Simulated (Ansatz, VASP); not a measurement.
HfN: VASP beside Ansatz

Contents of INCAR:

```
ALGO = Normal
EDIFF = 1E-6
ENCUT = 520
GGA = PS
ISIF = 2
ISMEAR = 0
LASPH = True
LCHARG = False
LREAL = False
LWAVE = False
NBANDS = 23
NELM = 100
PREC = Accurate
SIGMA = 0.15
```

KPOINTS

```
k-points
0
Gamma
  18 18 12
```

File POSCAR:

```
HfN
1.0
    0.0000000000     -2.4335341244     -2.4335341244
    0.0000000000      2.4335341244     -2.4335341244
    4.8670682487      0.0000000000      0.0000000000
Hf N
2 2
Direct
    0.5034203845      0.5000000000      0.5000000000
    0.0034203845      0.0000000000      0.0000000000
   -0.0435851777      0.5000000000      0.2500000000
    0.4564148223      0.0000000000      0.7500000000
```

Input for Ansatz:

```yaml
crystal:
  lattice:
    - [0.0, -2.4335341244, -2.4335341244]
    - [0.0, 2.4335341244, -2.4335341244]
    - [4.8670682487, 0.0, 0.0]
  atoms:
    - { symbol: Hf, position: [0.5034203845, 0.5, 0.5] }
    - { symbol: Hf, position: [0.0034203845, 0.0, 0.0] }
    - { symbol: "N", position: [-0.0435851777, 0.5, 0.25] }
    - { symbol: "N", position: [0.4564148223, 0.0, 0.75] }
basis:
  ecutwfc: 420
kpoints:
  mp_grid: { grid: [18, 18, 12] }
hamiltonian:
  xc: pbesol
scf:
  occupations: { method: gaussian, width: 0.15 }
output:
  forces: true
  stress: true
  eigenvalues: true
```

Change from the starting cell: mode 9 (515.6 1/cm) frozen in, largest displacement +0.150 Å.

Alike in both runs: task single point; functional PBEsol; k mesh 18 × 18 × 12; occupations gaussian, width 0.15 eV; no spin polarisation.

|  | VASP | Ansatz |
| --- | --- | --- |
| version | VASP 6.6.1 | Ansatz 0.2.0 |
| potentials or method | VASP PAW PBE potentials, release 64 (Hf_pv, N), cutoff 520 eV | scalar-relativistic, plane waves, PAW |
| valence electrons in the cell | 30 | 62 |

Ansatz gave:

* gap on the k mesh at the Fermi level (eV): none
* pressure (GPa): 2.8
* traceless stress, the component that is largest in VASP (GPa): 7.59
* rms of the force components (eV/Å): 1.252

Q: What did VASP give for the same quantities?

A: gap on the k mesh at the Fermi level (eV): none; pressure (GPa): 2.1; traceless stress, the component that is largest in VASP (GPa): 7.65; rms of the force components (eV/Å): 1.265.

VASP's potentials were made for PBE, not for PBEsol. Atom by atom the forces differ by 0.015 eV/Å (rms over components). A gap of «none» marks a metal or a gap that the smearing closes. VASP's potentials hold 30 valence electrons a cell and Ansatz's 62, so a difference there can come from the potentials and not from the codes.

Spin-orbit coupling is off throughout.
